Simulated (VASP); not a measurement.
Input of a VASP 6.6.1 run:

Contents of INCAR:

```
PREC = Accurate ; ENCUT = 520
EDIFF = 1E-6 ; ISMEAR = 0
SIGMA = 0.01 ; LREAL = F
LASPH = T ; NELM = 80
ALGO = Normal ; ISIF = 2
LWAVE = F ; LCHARG = F
GGA = PE ; NBANDS = 46
```

File KPOINTS:

```
regular mesh
0
Gamma
  4 4 4
```

POSCAR

```
Cd3HgTe4
1.0
    6.7578102559      0.0000000000      0.0000000000
    0.0000000000      6.7578102559      0.0000000000
    0.0000000000      0.0000000000      6.7578102559
Cd Te Hg
3 4 1
Direct
    0.5000000000      0.0000000000      0.0000000000
    0.0000000000      0.5000000000      0.0000000000
    0.0000000000      0.0000000000      0.5000000000
    0.7509754704      0.2490245296      0.2490245296
    0.2490245296      0.7509754704      0.2490245296
    0.2490245296      0.2490245296      0.7509754704
    0.7509754704      0.7509754704      0.7509754704
    0.5000000000      0.5000000000      0.5000000000
```

Potentials or basis: VASP PAW PBE potentials, release 64 (Cd, Te, Hg).

Launch:

```console
$ cat potpaw_PBE.64/Cd/POTCAR potpaw_PBE.64/Te/POTCAR potpaw_PBE.64/Hg/POTCAR > POTCAR
$ mpirun -np 1 vasp_std > vasp.out
```

Task: What does it give for the band gap on the k mesh?

Result: 0.03 eV, direct.

Task: What does it give for the pressure?

Result: -1.7 GPa.

Forces in eV/Å, atoms in the order of the input:
```
Cd   0.000  0.000  0.000
Cd   0.000  0.000  0.000
Cd   0.000  0.000  0.000
Te  -0.002  0.002  0.002
Te   0.002 -0.002  0.002
Te   0.002  0.002 -0.002
Te  -0.002 -0.002 -0.002
Hg   0.000  0.000  0.000
```

Caveat: spin-orbit coupling is left out, which moves the levels of the heavy elements.
